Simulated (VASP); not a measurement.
Input of a VASP 6.6.1 run:

INCAR

```
  ALGO = Normal
  EDIFF = 1E-7
  EDIFFG = -0.005
  ENCUT = 500
  GGA = PE
  GGA_COMPAT = F
  IBRION = 2
  ISIF = 3
  ISMEAR = -1
  LASPH = T
  LCHARG = F
  LREAL = F
  LWAVE = F
  NELM = 120
  NELMIN = 4
  NSW = 60
  PREC = Accurate
  PSTRESS = 24.0
  SIGMA = 0.1
```

KPOINTS

```
k-points
0
Gamma
  17 17 17
```

The input POSCAR:

```
Si
1.0
   -1.5220079366      1.5220079366      1.5220079366
    1.5220079366     -1.5220079366      1.5220079366
    1.5220079366      1.5220079366     -1.5220079366
Si
1
Direct
    0.0000000000      0.0000000000      0.0000000000
```

Potentials or basis: VASP PAW PBE potentials, release 64 (Si).

Run with:

```console
$ cat potpaw_PBE.64/Si/POTCAR > POTCAR
$ mpirun -np 1 vasp_std > vasp.out
```

What does it give for the space group after relaxing (to 0.1 Å)?

Im-3m (No. 229).

What does it give for the band gap on the k mesh?

Zero (bands 2 and 3 overlap by 15.83 eV).

Predict the relaxed cell.

a = 2.647 Å, b = 2.647 Å, c = 2.647 Å, α = 109.47°, β = 109.47°, γ = 109.47°.

The path:
```csv
step,energy change (eV),largest force (eV/Å),pressure (GPa),volume (Å³)
1,0.0000,0.0000,3.77,14.10
2,-0.0044,0.0000,1.93,14.35
3,-0.0035,0.0000,2.40,14.28
```

Caveat: the cell is relaxed towards a set pressure, so the run minimises the enthalpy, not the energy.
